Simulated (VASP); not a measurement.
# Fe in VASP: further runs

Aim: see how the results for Fe move with the level of theory and the settings. Levels: PBE, revPBE+D3(BJ). Tasks: single point, relaxation of cell and atoms.

All numbers are computed with VASP 6.6.1; they aren't measurements. Logs are shortened: lines on timing, memory, paths and dates and some standing lists are left out, and cuts for length are marked.

## (1) The cell of the first run

Symmetry: I4/mmm, No. 139, tetragonal system. Conventional cell: a = 2.915 Å, b = 2.915 Å, c = 2.886 Å, α = 90.00°, β = 90.00°, γ = 90.00°. Within 3.3 Å of Fe (site symmetry 4/mmm) lie 14 Fe at 2.52 to 2.91 Å.

## (2) Single point, PBE, collinear spin, ferromagnetic start

INCAR reads:

```
PREC = Accurate ; ENCUT = 520
EDIFF = 1E-7 ; ISMEAR = -1
SIGMA = 0.05 ; LREAL = False
LASPH = True ; NELM = 150
ALGO = Normal ; ISIF = 2
LWAVE = False ; LCHARG = True
ISPIN = 2 ; MAGMOM = 3
LORBIT = 11 ; LMAXMIX = 4
GGA = PE ; LELF = True
LVHAR = True ; NBANDS = 14
```

KPOINTS reads:

```
Automatic mesh
0
Gamma
  11 11 11
```

POSCAR reads:

```
Fe
1.0
   -1.4574300000      1.4574300000      1.4430000000
    1.4574300000     -1.4574300000      1.4430000000
    1.4574300000      1.4574300000     -1.4430000000
Fe
1
Direct
    0.0000000000      0.0000000000      0.0000000000
```

Potentials or basis: VASP PAW PBE potentials, release 64 (Fe).

On the command line:

```
cat potpaw_PBE.64/Fe/POTCAR > POTCAR
mpirun -np 1 vasp_std > vasp.out
```

OUTCAR:

```text
PREC = Accurate
   ENCUT = 520
   EDIFF = 1E-7
   ISMEAR = -1
   LREAL = False
   LASPH = True
   NELM = 150
   ISIF = 2
   ISPIN = 2
   LORBIT = 11
   GGA = PE

 ion  position               nearest neighbor table
   1  0.000  0.000  0.000-

  LATTYP: Found a body centered tetragonal cell.
 ALAT       =     2.9148600000
 C/A-ratio  =     0.9900990099

  Lattice vectors:

 A1 = (  -1.4574300000,   1.4574300000,   1.4430000000)
 A2 = (   1.4574300000,  -1.4574300000,   1.4430000000)
 A3 = (   1.4574300000,   1.4574300000,  -1.4430000000)

Analysis of symmetry for initial positions (statically):
=====================================================================
 Subroutine PRICEL returns:
 Original cell was already a primitive cell.

 Routine SETGRP: Setting up the symmetry group for a
 body centered tetragonal supercell.

 Subroutine GETGRP returns: Found 16 space group operations
 (whereof 16 operations were pure point group operations)
 out of a pool of 16 trial point group operations.

The static configuration has the point symmetry D_4h.

Analysis of symmetry for dynamics (positions and initial velocities):
=====================================================================
 Subroutine PRICEL returns:
 Original cell was already a primitive cell.

 Routine SETGRP: Setting up the symmetry group for a
 body centered tetragonal supercell.

 Subroutine GETGRP returns: Found 16 space group operations
 (whereof 16 operations were pure point group operations)
 out of a pool of 16 trial point group operations.

The dynamic configuration has the point symmetry D_4h.

Analysis of structural, dynamic, and magnetic symmetry:
=====================================================================
 Subroutine PRICEL returns:
 Original cell was already a primitive cell.

 Routine SETGRP: Setting up the symmetry group for a
 body centered tetragonal supercell.

 Subroutine GETGRP returns: Found 16 space group operations
 (whereof 16 operations were pure point group operations)
 out of a pool of 16 trial point group operations.

The overall configuration has the point symmetry D_4h.

 Subroutine INISYM returns: Found 16 space group operations
 (whereof 16 operations are pure point group operations),
 and found     1 'primitive' translations

----------------------------------------------------------------------------------------

                                     Primitive cell

  volume of cell :      12.2603

  direct lattice vectors                    reciprocal lattice vectors
    -1.457430000  1.457430000  1.443000000     0.000000000  0.343069650  0.346500347
     1.457430000 -1.457430000  1.443000000     0.343069650  0.000000000  0.346500347
     1.457430000  1.457430000 -1.443000000     0.343069650  0.343069650  0.000000000

  length of vectors
     2.516039231  2.516039231  2.516039231     0.487605655  0.487605655  0.485173752

  position of ions in fractional coordinates (direct lattice)
     0.000000000  0.000000000  0.000000000

  ion indices of the primitive-cell ions
   primitive index   ion index
                 1           1

----------------------------------------------------------------------------------------

 KPOINTS: Automatic mesh

Automatic generation of k-mesh.
 Grid dimensions read from file:
 generate k-points for:   11   11   11

 Generating k-lattice:

  Cartesian coordinates                     Fractional coordinates (reciprocal lattice)
     0.000000000  0.031188150  0.031500032     0.090909091 -0.000000000  0.000000000
     0.031188150  0.000000000  0.031500032    -0.000000000  0.090909091  0.000000000
     0.031188150  0.031188150  0.000000000     0.000000000  0.000000000  0.090909091

  Length of vectors
     0.044327787  0.044327787  0.044106705

  Shift w.r.t. Gamma in fractional coordinates (k-lattice)
     0.000000000  0.000000000  0.000000000

 Subroutine IBZKPT returns following result:
 ===========================================

 Found    126 irreducible k-points:

 Following reciprocal coordinates:
            Coordinates               Weight
  0.000000  0.000000  0.000000      1.000000
  0.090909  0.000000  0.000000      8.000000
  0.181818  0.000000 -0.000000      8.000000
  0.272727  0.000000  0.000000      8.000000
  0.363636  0.000000 -0.000000      8.000000
  0.454545  0.000000 -0.000000      8.000000
[... 16 lines left out ...]
 -0.272727  0.181818 -0.000000     16.000000
 -0.181818  0.181818  0.000000      4.000000
 [... further k-points ...]
   k-points           NKPTS =    126   k-points in BZ     NKDIM =    126   number of bands    NBANDS=     14
   number of dos      NEDOS =    301   number of ions     NIONS =      1
   total plane-waves  NPLWV =   8000
   dimension x,y,z NGX =    20 NGY =   20 NGZ =   20
   dimension x,y,z NGXF=    40 NGYF=   40 NGZF=   40
   ions per type =               1
   NGX,Y,Z   is equivalent  to a cutoff of  13.21, 13.21, 13.21 a.u.
   NGXF,Y,Z  is equivalent  to a cutoff of  26.43, 26.43, 26.43 a.u.
 SYSTEM =  unknown system
   PREC   = accura    normal or accurate (medium, high low for compatibility)
   ISTART =      0    job   : 0-new  1-cont  2-samecut
   ICHARG =      2    charge: 1-file 2-atom 10-const
   ISPIN  =      2    spin polarized calculation?
   LNONCOLLINEAR =      F non collinear calculations
   LSORBIT =      F    spin-orbit coupling
   LASPH  =      T    aspherical Exc in radial PAW
   ENCUT  =  520.0 eV  38.22 Ry    6.18 a.u.   4.68  4.68  4.68*2*pi/ulx,y,z
   NELM   =    150;   NELMIN=  2; NELMDL= -5     # of ELM steps
   EDIFF  = 0.1E-06   stopping-criterion for ELM
   LREAL  =      F    real-space projection
   EDIFFG = 0.1E-05   stopping-criterion for IOM
   NSW    =      0    number of steps for IOM
   IBRION =     -1    ionic relax: 0-MD 1-quasi-New 2-CG
   NFREE  =      0    steps in history (QN), initial steepest desc. (CG)
   ISIF   =      2    stress and relaxation
   ISYM   =      2    0-nonsym 1-usesym 2-fastsym
   POTIM  = 0.5000    time-step for ionic-motion
   TEBEG  =    0.0;   TEEND  =   0.0 temperature during run
   PSTRESS=    0.0 pullay stress
   NELECT =       8.0000    total number of electrons
   NUPDOWN=      -1.0000    fix difference up-down
   EMIN   =  10.00;   EMAX   =-10.00  energy-range for DOS
   EFERMI =   0.00;   METHOD = LEGACY
   ISMEAR =    -1;   SIGMA  =   0.05  broadening in eV -4-tet -1-fermi 0-gaus
   EFERMI_NEDOS =   21; number of points for ismear=-14 and -15
   IALGO  =     38    algorithm
   IMIX   =      4    mixing-type and parameters
     AMIX     =   0.40;   BMIX     =  1.00
     AMIX_MAG =   1.60;   BMIX_MAG =  1.00
  volume/ion in A,a.u.               =      12.26        82.74
  Fermi-wavevector in a.u.,A,eV,Ry     =   1.419943  2.683303 27.432586  2.016238
  Thomas-Fermi vector in A             =   2.540910
   LORBIT       =     11    0 simple, 1 ext, 2 COOP (PROOUT), +10 PAW based schemes
   GGA     = PE    functional components
   LHFCALC =     F    Hartree Fock is set to
   AEXX    =    0.0000 exact exchange contribution
   IVDW    =     0    specifies the selected vdW correction
   LEPSILON=     F    determine dielectric tensor
   LRPA    =     F    only Hartree local field effects (RPA)
 spin polarized calculation
  energy-cutoff  :      520.00
  volume of cell :       12.26
 maximum number of plane-waves:       340
   NGX =  9   NGY =  9   NGZ =  9

 number of electron       7.9999995 magnetization       2.3262405

 Free energy of the ion-electron system (eV)
  ---------------------------------------------------
  ext. energy  EPLUGINS =         0.00000000
  ---------------------------------------------------
  free energy    TOTEN  =        -8.20934145 eV

  energy without entropy =       -8.19962083  energy(sigma->0) =       -8.20448114

 E-fermi :   4.9967     XC(G=0): -12.6878

 val. band max:        4.9959020994   @ k =  -0.4545   0.4545   0.3636
 cond. band min:       4.9982982629   @ k =  -0.1818  -0.1818   0.1818
 fundamental gap:      0.0023961635
 Fermi energy:         4.9967056985

 spin component 1

 k-point     1 :       0.0000    0.0000    0.0000
  band No.  band energies     occupation
      1      -2.9178      1.00000
      2       2.8520      1.00000
      3       2.8935      1.00000
      4       2.8935      1.00000
      5       3.9386      1.00000
      6       3.9841      1.00000
      7      29.2791      0.00000
      8      29.2791      0.00000
      9      29.4981      0.00000
     10      33.8877      0.00000
     11      34.0449      0.00000
     12      35.6320      0.00000
     13      35.7448      0.00000
     14      35.7448      0.00000
[... 375 lines left out ...]
 k-point    24 :      -0.1818    0.1818    0.0000
  band No.  band energies     occupation
      1      -1.6980      1.00000
      2       2.6089      1.00000
      3       2.7862      1.00000
      4       3.5071      1.00000
      5       3.7661      1.00000
      6       4.0022      1.00000
      7      23.1036      0.00000
      8      27.0742      0.00000
      9      28.6157      0.00000
     10      29.9186      0.00000
     11      31.6987      0.00000
     12      33.2662      0.00000
     13      36.7468      0.00000
     14      39.2983      0.00000

 [... further k-points ...]

 spin component 2

 k-point     1 :       0.0000    0.0000    0.0000
  band No.  band energies     occupation
      1      -2.7672      1.00000
      2       4.8960      0.88233
      3       4.9681      0.63948
      4       4.9681      0.63943
      5       6.7705      0.00000
      6       6.8471      0.00000
      7      28.9790      0.00000
      8      28.9790      0.00000
      9      29.2047      0.00000
     10      34.0526      0.00000
     11      34.1738      0.00000
     12      36.3030      0.00000
     13      36.6349      0.00000
     14      36.6349      0.00000
[... 375 lines left out ...]
 k-point    24 :      -0.1818    0.1818    0.0000
  band No.  band energies     occupation
      1      -1.5280      1.00000
      2       4.6167      0.99950
      3       4.7681      0.98976
      4       5.6485      0.00000
      5       6.4917      0.00000
      6       6.8708      0.00000
      7      23.5375      0.00000
      8      27.0777      0.00000
      9      28.7052      0.00000
     10      30.7521      0.00000
     11      32.3144      0.00000
     12      33.4938      0.00000
     13      37.0191      0.00000
     14      39.6664      0.00000

 [... further k-points ...]
[... 5 lines left out ...]
  --------------------------------------------------------------------------------------
  -------------------------------------------------------------------------------------
  Total       -0.9164867     -0.9164867     -0.8511385      0.0000000     -0.0000000      0.0000000
  in kB     -119.7664058   -119.7664058   -111.2267113      0.0000000     -0.0000000      0.0000000
  external PRESSURE =    -116.9198409 kB  Pullay stress =       0.0000000 kB

 VOLUME and BASIS-vectors are now :
 -----------------------------------------------------------------------------
  energy-cutoff  :      520.00
  volume of cell :       12.26
      direct lattice vectors                 reciprocal lattice vectors
    -1.457430000  1.457430000  1.443000000     0.000000000  0.343069650  0.346500347
     1.457430000 -1.457430000  1.443000000     0.343069650  0.000000000  0.346500347
     1.457430000  1.457430000 -1.443000000     0.343069650  0.343069650  0.000000000

 POSITION                                       TOTAL-FORCE (eV/Angst)
 -----------------------------------------------------------------------------------
      0.00000      0.00000      0.00000        -0.000000     -0.000000      0.000000
 -----------------------------------------------------------------------------------
    total drift:                                0.000000     -0.000000      0.000000

  FREE ENERGIE OF THE ION-ELECTRON SYSTEM (eV)
  ---------------------------------------------------
  free  energy   TOTEN  =        -8.2093414494 eV

  energy  without entropy=       -8.1996208269  energy(sigma->0) =       -8.20448114

 total charge

# of ion       s       p       d       tot
------------------------------------------
    1        0.457   0.475   6.190   7.121

 magnetization (x)

# of ion       s       p       d       tot
------------------------------------------
    1       -0.014  -0.055   2.407   2.338
```

Wall time 20 s (1 thread of Intel Xeon 6975P-C (Granite Rapids), shared host); peak memory 0.15 GiB.

What came out:

| Item | Value |
| --- | --- |
| Free energy | -8.2093 eV |
| Pressure | -11.7 GPa |
| Net moment | 2.33 μB per cell |
| Site moments | Fe +2.34 μB |
| Valence electrons inside the program's atomic spheres | Fe 7.12 |

Levels at points of the mesh, in eV from the Fermi level:
Spin up:
| k point | band 1 | band 2 | band 3 | band 4 | band 5 | band 6 | band 7 | band 8 | band 9 | band 10 |
| --- | --- | --- | --- | --- | --- | --- | --- | --- | --- | --- |
| (0.00, 0.00, 0.00) | -7.91 | -2.14 | -2.10 | -2.10 | -1.06 | -1.01 | 24.28 | 24.28 | 24.50 | 28.89 |
Spin down:
| k point | band 1 | band 2 | band 3 | band 4 | band 5 | band 6 | band 7 |
| --- | --- | --- | --- | --- | --- | --- | --- |
| (0.00, 0.00, 0.00) | -7.76 | -0.10 | -0.03 | -0.03 | 1.77 | 1.85 | 23.98 |

## (3) Single point, PBE, collinear spin, ferromagnetic start

This run uses another cell than the first one, of 12.50 Å³/atom, 1.020 times its volume.

INCAR reads:

```
PREC     = Accurate       # precision mode
ENCUT    = 520            # plane-wave cutoff, eV
EDIFF    = 1E-7           # SCF threshold, eV
ISMEAR   = -1             # smearing method
SIGMA    = 0.05           # smearing width, eV
LREAL    = False          # projectors in reciprocal space
LASPH    = True           # aspherical terms in the spheres
NELM     = 150            # most SCF steps
ALGO     = Normal         # electronic algorithm
ISIF     = 2              # what is computed and relaxed
LWAVE    = False          # write WAVECAR
LCHARG   = True           # write CHGCAR
ISPIN    = 2              # spin polarisation
MAGMOM   = 3              # initial moments
LORBIT   = 11             # projections on sites
LMAXMIX  = 4              # l up to which the mixer works
GGA      = PE             # functional
LELF     = True           # ELF
LVHAR    = True         
NBANDS   = 14             # bands
```

KPOINTS reads:

```
regular mesh
0
Gamma
  11 11 11
```

POSCAR reads:

```
Fe
1.0
   -1.4718600000      1.4718600000      1.4430000000
    1.4718600000     -1.4718600000      1.4430000000
    1.4718600000      1.4718600000     -1.4430000000
Fe
1
Direct
    0.0000000000      0.0000000000      0.0000000000
```

Potentials or basis: VASP PAW PBE potentials, release 64 (Fe).

On the command line:

```
cat potpaw_PBE.64/Fe/POTCAR > POTCAR
mpirun -np 1 vasp_std > vasp.out
```

OUTCAR:

```text
PREC = Accurate
   ENCUT = 520
   EDIFF = 1E-7
   ISMEAR = -1
   LREAL = False
   LASPH = True
   NELM = 150
   ISIF = 2
   ISPIN = 2
   LORBIT = 11
   GGA = PE

 ion  position               nearest neighbor table
   1  0.000  0.000  0.000-

  LATTYP: Found a body centered tetragonal cell.
 ALAT       =     2.9437200000
 C/A-ratio  =     0.9803921569

  Lattice vectors:

 A1 = (  -1.4718600000,   1.4718600000,   1.4430000000)
 A2 = (   1.4718600000,  -1.4718600000,   1.4430000000)
 A3 = (   1.4718600000,   1.4718600000,  -1.4430000000)

Analysis of symmetry for initial positions (statically):
=====================================================================
 Subroutine PRICEL returns:
 Original cell was already a primitive cell.

 Routine SETGRP: Setting up the symmetry group for a
 body centered tetragonal supercell.

 Subroutine GETGRP returns: Found 16 space group operations
 (whereof 16 operations were pure point group operations)
 out of a pool of 16 trial point group operations.

[... 596 lines left out ...]
      1      -2.8365      1.00000
      2       4.7975      0.65609
      3       4.9401      0.09924
      4       4.9401      0.09922
      5       6.6016      0.00000
      6       6.7591      0.00000
      7      28.5153      0.00000
      8      28.5153      0.00000
      9      28.9678      0.00000
     10      33.4845      0.00000
     11      33.7338      0.00000
     12      35.5381      0.00000
     13      36.1239      0.00000
     14      36.1239      0.00000
[... 379 lines left out ...]
      3       4.6777      0.95442
      4       5.6000      0.00000
      5       6.3290      0.00000
      6       6.7696      0.00000
      7      23.0305      0.00000
      8      26.7381      0.00000
      9      28.4411      0.00000
     10      30.3864      0.00000
     11      31.7950      0.00000
     12      32.8442      0.00000
     13      36.3258      0.00000
     14      39.1906      0.00000

 [... further k-points ...]
[... 5 lines left out ...]
  --------------------------------------------------------------------------------------
  -------------------------------------------------------------------------------------
  Total       -0.9910031     -0.9910031     -0.9093185      0.0000000      0.0000000      0.0000000
  in kB     -126.9773475   -126.9773475   -116.5110911      0.0000000      0.0000000      0.0000000
  external PRESSURE =    -123.4885954 kB  Pullay stress =       0.0000000 kB

 VOLUME and BASIS-vectors are now :
 -----------------------------------------------------------------------------
  energy-cutoff  :      520.00
  volume of cell :       12.50
      direct lattice vectors                 reciprocal lattice vectors
    -1.471860000  1.471860000  1.443000000     0.000000000  0.339706222  0.346500347
     1.471860000 -1.471860000  1.443000000     0.339706222  0.000000000  0.346500347
     1.471860000  1.471860000 -1.443000000     0.339706222  0.339706222  0.000000000

 POSITION                                       TOTAL-FORCE (eV/Angst)
 -----------------------------------------------------------------------------------
      0.00000      0.00000      0.00000        -0.000000      0.000000      0.000000
 -----------------------------------------------------------------------------------
    total drift:                                0.000000     -0.000000      0.000000

  FREE ENERGIE OF THE ION-ELECTRON SYSTEM (eV)
  ---------------------------------------------------
  free  energy   TOTEN  =        -8.1903170580 eV

  energy  without entropy=       -8.1793321383  energy(sigma->0) =       -8.18482460

 total charge

# of ion       s       p       d       tot
------------------------------------------
    1        0.450   0.460   6.177   7.087

 magnetization (x)

# of ion       s       p       d       tot
------------------------------------------
    1       -0.014  -0.055   2.522   2.453
```

Wall time 20 s (1 thread of Intel Xeon 6975P-C (Granite Rapids), shared host); peak memory 0.15 GiB.

What came out:

```yaml
Free_energy: -8.1903 eV
Pressure: -12.3 GPa
Net_moment: 2.44 μB per cell
Site_moments: Fe +2.45 μB
Valence_electrons_inside_the_program's_atomic_spheres: Fe 7.09
```

Stress tensor (GPa, compression positive):
```
-12.70   0.00   0.00
  0.00 -12.70   0.00
  0.00   0.00 -11.65
```

Levels at points of the mesh, in eV from the Fermi level:
Spin up:
```
           k point  band 1  band 2  band 3  band 4  band 5  band 6  band 7  band 8  band 9  band 10
(0.00, 0.00, 0.00)   -7.82   -2.18   -2.11   -2.11   -1.11   -1.02   24.00   24.00   24.44    28.50
```
Spin down:
```csv
k point,band 1,band 2,band 3,band 4,band 5,band 6,band 7
"(0.00, 0.00, 0.00)",-7.67,-0.03,0.11,0.11,1.77,1.93,23.69
```

(Continued in part 2 of 2.)
